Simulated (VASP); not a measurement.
CuCl (zinc blende type): single point with PBE

CuCl (zinc blende type):

```xyz
2
Lattice="0.0000 2.7100 2.7100 2.7100 0.0000 2.7100 2.7100 2.7100 0.0000" Properties=species:S:1:pos:R:3 pbc="T T T"
Cu    0.0000    0.0000    0.0000
Cl    1.3550    1.3550    1.3550
```

```
Program                : VASP 6.6.1
Task                   : single point
Functional             : PBE
Potentials or basis    : VASP PAW PBE potentials, release 64 (Cu, Cl)
Cutoff                 : 600 eV
k mesh                 : 6 × 6 × 6
Occupations            : fermi-dirac, width 0.02 eV
Spin                   : no spin polarisation
Dipole correction      : no
Further INCAR settings : ALGO = Normal; EDIFF = 1e-06; NBANDS = 16
```

The pressure is 0.2 GPa and the band gap on the k mesh is 0.54 eV.

Levels at points of the mesh, in eV from the valence-band top:
| k point | band 5 | band 6 | band 7 | band 8 | band 9 | band 10 | band 11 | band 12 | band 13 | band 14 |
| --- | --- | --- | --- | --- | --- | --- | --- | --- | --- | --- |
| (0.00, 0.00, 0.00) | -1.46 | -1.46 | 0.00 | 0.00 | 0.00 | 0.54 | 6.75 | 6.75 | 6.75 | 11.72 |
| (0.50, 0.00, 0.00) | -1.39 | -1.39 | -1.34 | -0.55 | -0.55 | 2.89 | 6.78 | 7.18 | 7.18 | 11.93 |
| (0.50, 0.50, 0.00) | -1.59 | -1.36 | -1.28 | -1.08 | -1.08 | 3.45 | 4.47 | 8.74 | 10.96 | 10.96 |

Wall time 25 s on 1 thread of Intel Xeon 8259CL (shared host), peak memory 0.18 GiB.

Caveat: semilocal functionals underestimate gaps, and a narrow one can read as zero.
